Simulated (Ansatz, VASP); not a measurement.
**BN: VASP beside Ansatz**

File INCAR:

```
PREC = Accurate
ENCUT = 520
EDIFF = 1E-6
ISMEAR = 1
SIGMA = 0.05
LREAL = F
LASPH = T
NELM = 100
ALGO = Normal
ISIF = 2
LWAVE = F
LCHARG = F
GGA = PE
IVDW = 12
NBANDS = 16
```

The input KPOINTS:

```
Automatic mesh
0
Gamma
  12 12 4
```

File POSCAR:

```
BN
1.0
    2.3306848890      0.0000000000      0.0000000000
   -1.1653424445      2.1703573356      0.0000000000
    0.0000000000      0.0000000000      6.5923998870
B N
2 2
Direct
   -0.0691507274      0.0000000000      0.5000000000
    0.4026039588      0.6666666667      0.0000000000
    0.0689367990      0.0000000000      0.0000000000
    0.5976373354      0.3333333333      0.5000000000
```

Input for Ansatz:

```yaml
crystal:
  lattice:
    - [2.330684889, 0.0, 0.0]
    - [-1.1653424445, 2.1703573356, 0.0]
    - [0.0, 0.0, 6.592399887]
  atoms:
    - { symbol: B, position: [-0.0691507274, 0.0, 0.5] }
    - { symbol: B, position: [0.4026039588, 0.6666666667, 0.0] }
    - { symbol: "N", position: [0.068936799, 0.0, 0.0] }
    - { symbol: "N", position: [0.5976373354, 0.3333333333, 0.5] }
basis:
  ecutwfc: 520.0
kpoints:
  mp_grid: { grid: [12, 12, 4] }
hamiltonian:
  xc: pbe
  dispersion: d3bj
scf:
  occupations: { method: methfessel_paxton, width: 0.05 }
output:
  forces: true
  stress: true
  eigenvalues: true
```

Change from the starting cell: mode 4 frozen in at -0.174 Å, normal strain along x -0.0700.

Alike in both runs: task single point; functional PBE; dispersion D3(BJ); k mesh 12 × 12 × 4; occupations methfessel-paxton of order 1, width 0.05 eV; no spin polarisation.

|  | VASP | Ansatz |
| --- | --- | --- |
| version | VASP 6.6.1 | Ansatz 0.2.0 |
| potentials or method | VASP PAW PBE potentials, release 64 (B, N), cutoff 520 eV | scalar-relativistic, plane waves, PAW |
| valence electrons in the cell | 16 | 16 |

```tsv
	VASP	Ansatz	Ansatz less VASP
gap on the k mesh at the Fermi level (eV)	4.13	4.14	+0.010
least direct gap on the mesh (eV)	4.49	4.50	+0.008
pressure (GPa)	32.3	32.3	-0.05
traceless stress, the component that is largest in VASP (GPa)	49.21	48.98	-0.228
rms of the force components (eV/Å)	0.804	0.803	-0.0008
```

Atom by atom the forces differ by 0.001 eV/Å (rms over components). Both programs put the cell under a high pressure, so it lies far from rest at this level.
